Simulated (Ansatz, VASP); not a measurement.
# LiH in VASP and in Ansatz

```
Li H
1.0
     0.00000    2.00355    2.00355
     2.00355    0.00000    2.00355
     2.00355    2.00355    0.00000
Li H
1 1
Direct
  0.00000 0.00000 0.00000
  0.50000 0.50000 0.50000
```

Alike in both runs: functional PBE; k mesh 10 × 10 × 10; occupations gaussian, width 0.02 eV; no spin polarisation.

Ansatz relaxed the structure, and its values are those at the end. VASP's run is a single point on that final structure, the one shown.

```csv
,VASP,Ansatz
version,VASP 6.6.1,Ansatz 0.2.0
potentials or method,"VASP PAW PBE potentials, release 64 (Li_sv, H), cutoff 520 eV","scalar-relativistic, plane waves, PAW"
valence electrons in the cell,4,4
```

|  | VASP | Ansatz | Ansatz less VASP |
| --- | --- | --- | --- |
| gap on the k mesh at the Fermi level (eV) | 2.98 | 2.98 | +0.006 |
| least direct gap on the mesh (eV) | 2.98 | 2.98 | +0.006 |

Noted on VASP's run: the cutoff is short for stress, so the pressure is rough.
